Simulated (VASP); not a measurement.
# BiTe (I4/mmm) in VASP: single point with r2SCAN

Aim: the single point of BiTe with r2SCAN.

Everything below comes from runs of VASP 6.6.1. Logs are shortened: lines on timing, memory, paths and dates and some standing lists are left out, and cuts for length are marked.

### Step 1. The cell of the first run

It takes space group I4/mmm (No. 139, tetragonal). Conventional cell: a = 4.575 Å, b = 4.575 Å, c = 6.664 Å, α = 90.00°, β = 90.00°, γ = 90.00°. Within 4.3 Å of Bi (site symmetry 4/mmm) lie 6 Te at 3.23 to 3.33 Å. Within 4.3 Å of Te (site symmetry 4/mmm) lie 6 Bi at 3.23 to 3.33 Å.

### Step 2. Single point, r2SCAN (strain +0.000 along x and y, +0.030 along z)

Input file POSCAR:

```
BiTe
1.0
    0.0000000000      3.2350000000      3.3320500000
    3.2350000000      0.0000000000      3.3320500000
    3.2350000000      3.2350000000      0.0000000000
Bi Te
1 1
Direct
    0.0000000000      0.0000000000      0.0000000000
    0.5000000000      0.5000000000      0.5000000000
```

Input file INCAR.step1:

```
SYSTEM = BiTe
PREC = Accurate
ENCUT = 520
ISMEAR = 0
SIGMA = 0.15
LREAL = .False.
LASPH = .True.
NELM = 60
NBANDS = 18
GGA = PE
ALGO = Normal
EDIFF = 1E-4
LWAVE = .True.
LCHARG = .False.
```

Input file INCAR.step2:

```
SYSTEM = BiTe
PREC = Accurate
ENCUT = 520
EDIFF = 1E-6
ISMEAR = 0
SIGMA = 0.15
LREAL = .False.
LASPH = .True.
NELM = 60
ALGO = Normal
ISIF = 2
LWAVE = .False.
LCHARG = .True.
METAGGA = R2SCAN
LMIXTAU = .True.
LELF = .True.
LVHAR = .True.
NBANDS = 18
ISTART = 1
```

Input file KPOINTS:

```
regular mesh
0
Gamma
  14 14 14
  0 0 0
```

Potentials or basis: VASP PAW PBE potentials, release 64 (Bi_d, Te).

Launch:

```
> cat potpaw_PBE.64/Bi_d/POTCAR potpaw_PBE.64/Te/POTCAR > POTCAR
> cp INCAR.step1 INCAR
> mpirun -np 1 vasp_std > vasp.out
> cp INCAR.step2 INCAR
> mpirun -np 1 vasp_std > vasp.out
```

OUTCAR:

```text
SYSTEM = BiTe
   PREC = Accurate
   ENCUT = 520
   EDIFF = 1E-6
   ISMEAR = 0
   LREAL = .False.
   LASPH = .True.
   NELM = 60
   ISIF = 2
   METAGGA = R2SCAN
   ISTART = 1

 ion  position               nearest neighbor table
   1  0.000  0.000  0.000-   2 3.23   2 3.23   2 3.23   2 3.23   2 3.33   2 3.33
   2  0.500  0.500  0.500-   1 3.23   1 3.23   1 3.23   1 3.23   1 3.33   1 3.33

  LATTYP: Found a body centered tetragonal cell.
 ALAT       =     4.5749808743
 C/A-ratio  =     1.4566399692

  Lattice vectors:

 A1 = (  -3.2350000000,   0.0000000000,   3.3320500000)
 A2 = (   3.2350000000,   0.0000000000,   3.3320500000)
 A3 = (   0.0000000000,   3.2350000000,  -3.3320500000)

Analysis of symmetry for initial positions (statically):
=====================================================================
 Subroutine PRICEL returns:
 Original cell was already a primitive cell.

 Routine SETGRP: Setting up the symmetry group for a
 body centered tetragonal supercell.

 Subroutine GETGRP returns: Found 16 space group operations
 (whereof 16 operations were pure point group operations)
 out of a pool of 16 trial point group operations.

The static configuration has the point symmetry D_4h.

Analysis of symmetry for dynamics (positions and initial velocities):
=====================================================================
 Subroutine PRICEL returns:
 Original cell was already a primitive cell.

 Routine SETGRP: Setting up the symmetry group for a
 body centered tetragonal supercell.

 Subroutine GETGRP returns: Found 16 space group operations
 (whereof 16 operations were pure point group operations)
 out of a pool of 16 trial point group operations.

The dynamic configuration has the point symmetry D_4h.

 Subroutine INISYM returns: Found 16 space group operations
 (whereof 16 operations are pure point group operations),
 and found     1 'primitive' translations

----------------------------------------------------------------------------------------

                                     Primitive cell

  volume of cell :      69.7413

  direct lattice vectors                    reciprocal lattice vectors
     0.000000000  3.235000000  3.332050000    -0.154559505  0.154559505  0.150057772
     3.235000000  0.000000000  3.332050000     0.154559505 -0.154559505  0.150057772
     3.235000000  3.235000000  0.000000000     0.154559505  0.154559505 -0.150057772

  length of vectors
     4.644112639  4.644112639  4.574980874     0.265131319  0.265131319  0.265131319

  position of ions in fractional coordinates (direct lattice)
     0.000000000  0.000000000  0.000000000
     0.500000000  0.500000000  0.500000000

  ion indices of the primitive-cell ions
   primitive index   ion index
                 1           1
                 2           2

----------------------------------------------------------------------------------------

 KPOINTS: regular mesh

Automatic generation of k-mesh.
 Grid dimensions read from file:
 generate k-points for:   14   14   14

 Generating k-lattice:

  Cartesian coordinates                     Fractional coordinates (reciprocal lattice)
    -0.011039965  0.011039965  0.010718412     0.071428571 -0.000000000  0.000000000
     0.011039965 -0.011039965  0.010718412    -0.000000000  0.071428571  0.000000000
     0.011039965  0.011039965 -0.010718412     0.000000000  0.000000000  0.071428571

  Length of vectors
     0.018937951  0.018937951  0.018937951

  Shift w.r.t. Gamma in fractional coordinates (k-lattice)
     0.000000000  0.000000000  0.000000000

 Subroutine IBZKPT returns following result:
 ===========================================

 Found    244 irreducible k-points:

 Following reciprocal coordinates:
            Coordinates               Weight
  0.000000  0.000000  0.000000      1.000000
  0.071429 -0.000000  0.000000      8.000000
  0.142857 -0.000000  0.000000      8.000000
  0.214286 -0.000000  0.000000      8.000000
  0.285714  0.000000  0.000000      8.000000
  0.357143 -0.000000  0.000000      8.000000
[... 16 lines left out ...]
  0.214286  0.142857  0.000000      8.000000
  0.285714  0.142857  0.000000      8.000000
 [... further k-points ...]
   k-points           NKPTS =    244   k-points in BZ     NKDIM =    244   number of bands    NBANDS=     18
   number of dos      NEDOS =    301   number of ions     NIONS =      2
   total plane-waves  NPLWV =  46656
   dimension x,y,z NGX =    36 NGY =   36 NGZ =   36
   dimension x,y,z NGXF=    72 NGYF=   72 NGZF=   72
   ions per type =               1   1
   NGX,Y,Z   is equivalent  to a cutoff of  12.89, 12.89, 13.08 a.u.
   NGXF,Y,Z  is equivalent  to a cutoff of  25.77, 25.77, 26.16 a.u.
 SYSTEM =  BiTe
   PREC   = accura    normal or accurate (medium, high low for compatibility)
   ISTART =      1    job   : 0-new  1-cont  2-samecut
   ICHARG =      0    charge: 1-file 2-atom 10-const
   ISPIN  =      1    spin polarized calculation?
   LNONCOLLINEAR =      F non collinear calculations
   LSORBIT =      F    spin-orbit coupling
   LASPH  =      T    aspherical Exc in radial PAW
   ENCUT  =  520.0 eV  38.22 Ry    6.18 a.u.   8.63  8.63  8.51*2*pi/ulx,y,z
   NELM   =     60;   NELMIN=  2; NELMDL=  0     # of ELM steps
   EDIFF  = 0.1E-05   stopping-criterion for ELM
   LREAL  =      F    real-space projection
   EDIFFG = 0.1E-04   stopping-criterion for IOM
   NSW    =      0    number of steps for IOM
   IBRION =     -1    ionic relax: 0-MD 1-quasi-New 2-CG
   NFREE  =      0    steps in history (QN), initial steepest desc. (CG)
   ISIF   =      2    stress and relaxation
   ISYM   =      2    0-nonsym 1-usesym 2-fastsym
   POTIM  = 0.5000    time-step for ionic-motion
   TEBEG  =    0.0;   TEEND  =   0.0 temperature during run
   PSTRESS=    0.0 pullay stress
   NELECT =      21.0000    total number of electrons
   NUPDOWN=      -1.0000    fix difference up-down
   EMIN   =  10.00;   EMAX   =-10.00  energy-range for DOS
   EFERMI =   0.00;   METHOD = LEGACY
   ISMEAR =     0;   SIGMA  =   0.15  broadening in eV -4-tet -1-fermi 0-gaus
   EFERMI_NEDOS =   21; number of points for ismear=-14 and -15
   IALGO  =     38    algorithm
   IMIX   =      4    mixing-type and parameters
     AMIX     =   0.40;   BMIX     =  1.00
     AMIX_MAG =   1.60;   BMIX_MAG =  1.00
  volume/ion in A,a.u.               =      34.87       235.32
  Fermi-wavevector in a.u.,A,eV,Ry     =   1.097281  2.073561 16.381766  1.204026
  Thomas-Fermi vector in A             =   2.233638
   LORBIT       =      0    0 simple, 1 ext, 2 COOP (PROOUT), +10 PAW based schemes
   METAGGA = R2SCAN    functional components
   LHFCALC =     F    Hartree Fock is set to
   AEXX    =    0.0000 exact exchange contribution
   IVDW    =     0    specifies the selected vdW correction
   LEPSILON=     F    determine dielectric tensor
   LRPA    =     F    only Hartree local field effects (RPA)
 non-spin polarized calculation
 Gauss-broadening in eV      SIGMA  =   0.15
  energy-cutoff  :      520.00
  volume of cell :       69.74
 maximum number of plane-waves:      1903
   NGX = 17   NGY = 17   NGZ = 17

 number of electron      20.9999997 magnetization

 Free energy of the ion-electron system (eV)
  ---------------------------------------------------
  ext. energy  EPLUGINS =         0.00000000
  ---------------------------------------------------
  free energy    TOTEN  =       -84.01661517 eV

  energy without entropy =      -84.00012077  energy(sigma->0) =      -84.00836797

 E-fermi :   6.2436     XC(G=0):  -9.8597

 val. band max:        6.2412749874   @ k =  -0.2143   0.2143   0.0714
 cond. band min:       6.2706654211   @ k =  -0.2857   0.0000   0.2143
 fundamental gap:      0.0293904337
 Fermi energy:         6.2435731773

 k-point     1 :       0.0000    0.0000    0.0000
  band No.  band energies     occupation
      1     -17.6695      2.00000
      2     -17.6651      2.00000
      3     -17.6491      2.00000
      4     -17.6491      2.00000
      5     -17.6477      2.00000
      6      -7.7151      2.00000
[... 10 lines left out ...]
     17      12.5462      0.00000
     18      13.3248      0.00000

 k-point     2 :       0.0714   -0.0000    0.0000
  band No.  band energies     occupation
      1     -17.6697      2.00000
      2     -17.6649      2.00000
      3     -17.6490      2.00000
      4     -17.6489      2.00000
      5     -17.6478      2.00000
      6      -7.6686      2.00000
[... 10 lines left out ...]
     17      12.8263      0.00000
     18      13.6083      0.00000

 k-point     3 :       0.1429   -0.0000    0.0000
  band No.  band energies     occupation
      1     -17.6703      2.00000
      2     -17.6643      2.00000
      3     -17.6489      2.00000
      4     -17.6482      2.00000
      5     -17.6478      2.00000
      6      -7.5297      2.00000
[... 10 lines left out ...]
     17      13.5513      0.00000
     18      14.3683      0.00000

 k-point     4 :       0.2143   -0.0000    0.0000
  band No.  band energies     occupation
      1     -17.6713      2.00000
      2     -17.6635      2.00000
      3     -17.6493      2.00000
      4     -17.6472      2.00000
      5     -17.6472      2.00000
      6      -7.3004      2.00000
[... 10 lines left out ...]
     17      14.5286      0.00000
     18      15.3841      0.00000

 k-point     5 :       0.2857    0.0000    0.0000
  band No.  band energies     occupation
      1     -17.6723      2.00000
      2     -17.6627      2.00000
      3     -17.6498      2.00000
      4     -17.6463      2.00000
      5     -17.6461      2.00000
      6      -6.9844      2.00000
[... 10 lines left out ...]
     17      15.5542      0.00000
     18      16.4292      0.00000

 k-point     6 :       0.3571   -0.0000    0.0000
  band No.  band energies     occupation
      1     -17.6733      2.00000
      2     -17.6622      2.00000
      3     -17.6502      2.00000
      4     -17.6454      2.00000
      5     -17.6450      2.00000
      6      -6.5879      2.00000
[... 10 lines left out ...]
     17      15.9362      0.00000
     18      17.3251      0.00000

 k-point     7 :       0.4286   -0.0000    0.0000
  band No.  band energies     occupation
      1     -17.6740      2.00000
      2     -17.6620      2.00000
      3     -17.6504      2.00000
      4     -17.6447      2.00000
      5     -17.6442      2.00000
      6      -6.1239      2.00000
[... 10 lines left out ...]
     17      15.2075      0.00000
     18      16.6430      0.00000

 k-point     8 :       0.5000   -0.0000    0.0000
  band No.  band energies     occupation
      1     -17.6743      2.00000
      2     -17.6619      2.00000
      3     -17.6505      2.00000
      4     -17.6445      2.00000
      5     -17.6440      2.00000
      6      -5.7257      2.00000
[... 10 lines left out ...]
     17      14.9458      0.00000
     18      15.9627      0.00000
[... 229 lines left out ...]
     17      13.9156      0.00000
     18      16.3145      0.00000

 k-point    20 :      -0.1429    0.0714    0.0000
  band No.  band energies     occupation
      1     -17.6715      2.00000
      2     -17.6633      2.00000
      3     -17.6490      2.00000
      4     -17.6479      2.00000
      5     -17.6473      2.00000
      6      -7.4127      2.00000
[... 10 lines left out ...]
     17      13.1028      0.00000
     18      15.2139      0.00000

 k-point    21 :      -0.0714    0.0714    0.0000
  band No.  band energies     occupation
      1     -17.6705      2.00000
      2     -17.6642      2.00000
      3     -17.6491      2.00000
      4     -17.6486      2.00000
      5     -17.6475      2.00000
      6      -7.5863      2.00000
[... 10 lines left out ...]
     17      12.7057      0.00000
     18      14.2483      0.00000

 k-point    22 :       0.1429    0.1429    0.0000
  band No.  band energies     occupation
      1     -17.6688      2.00000
      2     -17.6657      2.00000
      3     -17.6499      2.00000
      4     -17.6474      2.00000
      5     -17.6474      2.00000
      6      -7.4919      2.00000
[... 10 lines left out ...]
     17      13.4868      0.00000
     18      13.5700      0.00000

 k-point    23 :       0.2143    0.1429    0.0000
  band No.  band energies     occupation
      1     -17.6688      2.00000
      2     -17.6656      2.00000
      3     -17.6510      2.00000
      4     -17.6466      2.00000
      5     -17.6465      2.00000
      6      -7.3387      2.00000
[... 10 lines left out ...]
     17      13.9043      0.00000
     18      13.9634      0.00000

 k-point    24 :       0.2857    0.1429    0.0000
  band No.  band energies     occupation
      1     -17.6693      2.00000
      2     -17.6652      2.00000
      3     -17.6520      2.00000
      4     -17.6457      2.00000
      5     -17.6454      2.00000
      6      -7.0996      2.00000
[... 10 lines left out ...]
     17      14.7280      0.00000
     18      14.8096      0.00000

 [... further k-points ...]
[... 5 lines left out ...]
  --------------------------------------------------------------------------------------
  -------------------------------------------------------------------------------------
  Total       -0.3091592     -0.3091592     -1.1841490      0.0000000      0.0000000     -0.0000000
  in kB       -7.1023599     -7.1023599    -27.2036298      0.0000000      0.0000000     -0.0000000
  external PRESSURE =     -13.8027832 kB  Pullay stress =       0.0000000 kB

 VOLUME and BASIS-vectors are now :
 -----------------------------------------------------------------------------
  energy-cutoff  :      520.00
  volume of cell :       69.74
      direct lattice vectors                 reciprocal lattice vectors
     0.000000000  3.235000000  3.332050000    -0.154559505  0.154559505  0.150057772
     3.235000000  0.000000000  3.332050000     0.154559505 -0.154559505  0.150057772
     3.235000000  3.235000000  0.000000000     0.154559505  0.154559505 -0.150057772

 POSITION                                       TOTAL-FORCE (eV/Angst)
 -----------------------------------------------------------------------------------
      0.00000      0.00000      0.00000         0.000000     -0.000000     -0.000000
      3.23500      3.23500      3.33205        -0.000000      0.000000      0.000000
 -----------------------------------------------------------------------------------
    total drift:                               -0.000000      0.000000      0.000000

  FREE ENERGIE OF THE ION-ELECTRON SYSTEM (eV)
  ---------------------------------------------------
  free  energy   TOTEN  =       -84.0166151714 eV

  energy  without entropy=      -84.0001207734  energy(sigma->0) =      -84.00836797
```

Wall time 30 min (1 thread of Oxide Virtual Turin-like, shared host); peak memory 0.41 GiB.

Results:

```
Free energy            : -84.0166 eV
Pressure               : -1.4 GPa
Band gap on the k mesh : zero (an odd number of electrons rules out a gap without spin polarisation)
```

Levels at points of the mesh, in eV from the Fermi level:
```tsv
k point	band 8	band 9	band 10	band 11	band 12	band 13
(0.00, 0.00, 0.00)	-2.86	-2.86	-2.47	1.72	2.40	2.40
(0.50, 0.00, 0.00)	-2.09	-2.04	-1.64	-0.78	-0.62	-0.60
(0.50, 0.50, 0.00)	-5.69	-4.14	-4.14	2.65	3.69	3.69
(0.50, 0.00, 0.50)	-5.81	-4.37	-3.99	2.59	3.22	3.94
```

Caveat: the cell differs from its parent crystal (strain +0.000 along x and y, +0.030 along z); the PAW data sets were made with another functional, which shifts forces and pressure a little; spin-orbit coupling is left out, which moves the levels of the heavy elements; an odd number of electrons without spin polarisation forces a metal; a magnetic or distorted state may lie lower.

The gap in the log of VASP goes by the Fermi energy; the results here count the filled bands.